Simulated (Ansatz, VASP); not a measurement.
# Two plane-wave programs on BIr3Pd

The input INCAR:

```
SYSTEM = BIr3Pd
PREC = Accurate ; ENCUT = 600
EDIFF = 1E-6 ; ISMEAR = 0
SIGMA = 0.1 ; LREAL = .False.
LASPH = .True. ; NELM = 80
ALGO = Normal ; ISIF = 3
LWAVE = .False. ; LCHARG = .False.
GGA = PE ; IBRION = 2
NSW = 90 ; EDIFFG = -0.04
```

Contents of KPOINTS:

```
regular mesh
0
Gamma
  6 6 4
  0 0 0
```

POSCAR

```
BIr3Pd
1.0
    3.1601809600      0.0000000000      0.0000000000
    0.0000000000      3.1601809600      0.0000000000
    0.0000000000      0.0000000000      7.0675606600
B Pd Ir
1 1 3
Direct
    0.5000000000      0.5000000000      0.0000000000
    0.0000000000      0.0000000000      0.0000000000
    0.5000000000      0.5000000000      0.3539235000
    0.5000000000      0.5000000000      0.6460765000
    0.0000000000      0.0000000000      0.5000000000
```

Input for Ansatz:

```yaml
crystal:
  lattice:
    - [3.16018096, 0.0, 0.0]
    - [0.0, 3.16018096, 0.0]
    - [0.0, 0.0, 7.06756066]
  atoms:
    - { symbol: B, position: [0.5, 0.5, 0.0] }
    - { symbol: Pd, position: [0.0, 0.0, 0.0] }
    - { symbol: Ir, position: [0.5, 0.5, 0.3539235] }
    - { symbol: Ir, position: [0.5, 0.5, 0.6460765] }
    - { symbol: Ir, position: [0.0, 0.0, 0.5] }
basis:
  ecutwfc: 420
kpoints:
  mp_grid: { grid: [6, 6, 4] }
hamiltonian:
  xc: pbe
scf:
  occupations: { method: gaussian, width: 0.1 }
  lower_state_search: "off"
output:
  forces: true
  stress: true
  eigenvalues: true
relax:
  adjacent_minimum: "off"
  f_tol: 0.04
  max_steps: 70
  cell: { stress_tol: 0.4 }
```

Alike in both runs: task relaxation of cell and atoms; functional PBE; k mesh 6 × 6 × 4; occupations gaussian, width 0.1 eV; no spin polarisation.

|  | VASP | Ansatz |
| --- | --- | --- |
| version | VASP 6.6.1 | Ansatz 0.2.0 |
| potentials or method | VASP PAW PBE potentials, release 64 (B, Pd, Ir), cutoff 600 eV | scalar-relativistic, plane waves, PAW |
| valence electrons in the cell | 40 | 72 |

```tsv
	VASP	Ansatz	Ansatz less VASP
gap on the k mesh at the Fermi level, each at its own relaxed structure (eV)	none	none	-
relaxed volume (Å³/atom)	13.52	13.50	-0.020
relaxed cell length with the largest relative difference (Å)	7.462	7.436	-0.0259
```

A gap of «none» marks a metal or a gap that the smearing closes. VASP's potentials hold 40 valence electrons a cell and Ansatz's 72, so a difference there can come from the potentials and not from the codes.

Spin-orbit coupling is off throughout.
